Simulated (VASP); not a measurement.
Here is a VASP 6.6.1 calculation.

INCAR

```
PREC     = Accurate       # precision mode
ENCUT    = 520            # plane-wave cutoff, eV
EDIFF    = 1E-6           # SCF threshold, eV
ISMEAR   = 0              # smearing method
SIGMA    = 0.15           # smearing width, eV
LREAL    = F              # projectors in reciprocal space
LASPH    = T              # aspherical terms in the spheres
NELM     = 60             # most SCF steps
ALGO     = Fast           # electronic algorithm
ISIF     = 2              # what is computed and relaxed
LWAVE    = F              # write WAVECAR
LCHARG   = F              # write CHGCAR
GGA      = PE             # functional
NBANDS   = 10             # bands
```

File KPOINTS:

```
regular mesh
0
Gamma
  12 12 12
```

POSCAR

```
Rb
1.0
   -2.9463000000      2.9463000000      2.8060000000
    2.9463000000     -2.9463000000      2.8060000000
    2.9463000000      2.9463000000     -2.8060000000
Rb
1
Direct
    0.0000000000      0.0000000000      0.0000000000
```

Potentials or basis: VASP PAW PBE potentials, release 64 (Rb_sv).

Command:

```bash
$ cat potpaw_PBE.64/Rb_sv/POTCAR > POTCAR
$ mpirun -np 1 vasp_std > vasp.out
```

Estimate the band gap on the k mesh.

zero (an odd number of electrons rules out a gap without spin polarisation).

Predict the pressure.

-0.2 GPa.

Caveat: the cell differs from its parent crystal (strain +0.050 along x and y, +0.000 along z).
